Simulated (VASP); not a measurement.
Here is a VASP 6.6.1 calculation.

The input INCAR:

```
ALGO = Normal ; EDIFF = 1E-6
ENCUT = 520 ; GGA = PS
ISIF = 2 ; ISMEAR = -1
LASPH = T ; LCHARG = F
LREAL = F ; LWAVE = F
NBANDS = 16 ; NELM = 80
PREC = Accurate ; SIGMA = 0.05
```

The input KPOINTS:

```
k-points
0
Gamma
  10 10 10
```

File POSCAR:

```
GaSb
1.0
   -1.5763757296      2.7102044447      2.9313872741
    1.5763757296     -2.7102044447      2.9313872741
    1.5763757296      2.7102044447     -2.9313872741
Sb Ga
1 1
Direct
    0.5000000000      0.5000000000      0.0000000000
    0.0000000000      0.0000000000      0.0000000000
```

Potentials or basis: VASP PAW PBE potentials, release 64 (Sb, Ga_d).

Launch:

```console
$ cat potpaw_PBE.64/Sb/POTCAR potpaw_PBE.64/Ga_d/POTCAR > POTCAR
$ mpirun -np 1 vasp_std > vasp.out
```

Q: What does it give for the band gap on the k mesh?

A: Zero (band 9 reaches 7.79 eV, above the bottom of band 10 at 3.58 eV).

Q: What does it give for the pressure?

A: -4.9 GPa.

Stress tensor (GPa, compression positive):
```
-4.01  0.00  0.00
 0.00 -5.02  0.00
 0.00  0.00 -5.52
```

Caveat: the PAW data sets were made with another functional, which shifts forces and pressure a little; spin-orbit coupling is left out, which moves the levels of the heavy elements.
